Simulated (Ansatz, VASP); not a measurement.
## Ge in VASP and in Ansatz

```
CELL_PARAMETERS angstrom
4.06746 0.00000 0.00000
-2.03373 3.52253 0.00000
0.00000 0.00000 16.66561
ATOMIC_POSITIONS crystal
Ge 0.33333 0.66667 0.12477
Ge 0.33333 0.66667 0.52510
Ge 0.66667 0.33333 0.72578
Ge 0.00000 0.00000 0.92521
Ge 0.66667 0.33333 0.32430
Ge 0.33333 0.66667 0.67570
Ge 0.00000 0.00000 0.07479
Ge 0.66667 0.33333 0.87523
Ge 0.33333 0.66667 0.27422
Ge 0.66667 0.33333 0.47490
```

Alike in both runs: functional PBE; k mesh 12 × 12 × 4; occupations gaussian, width 0.1 eV; no spin polarisation.

Ansatz relaxed the structure, and its values are those at the end. VASP's run is a single point on that final structure, the one shown.

```csv
,VASP,Ansatz
version,VASP 6.6.1,Ansatz 0.2.0
potentials or method,"VASP PAW PBE potentials, release 64 (Ge_d), cutoff 520 eV","scalar-relativistic, plane waves, PAW"
valence electrons in the cell,140,140
```

VASP gave:

| Quantity | Value |
| --- | --- |
| gap on the k mesh at the Fermi level (eV) | none |
| pressure (GPa) | -0.1 |

Question: Estimate Ansatz's values.

Answer: gap on the k mesh at the Fermi level (eV): none; pressure (GPa): 0.0.

A gap of «none» marks a metal or a gap that the smearing closes.
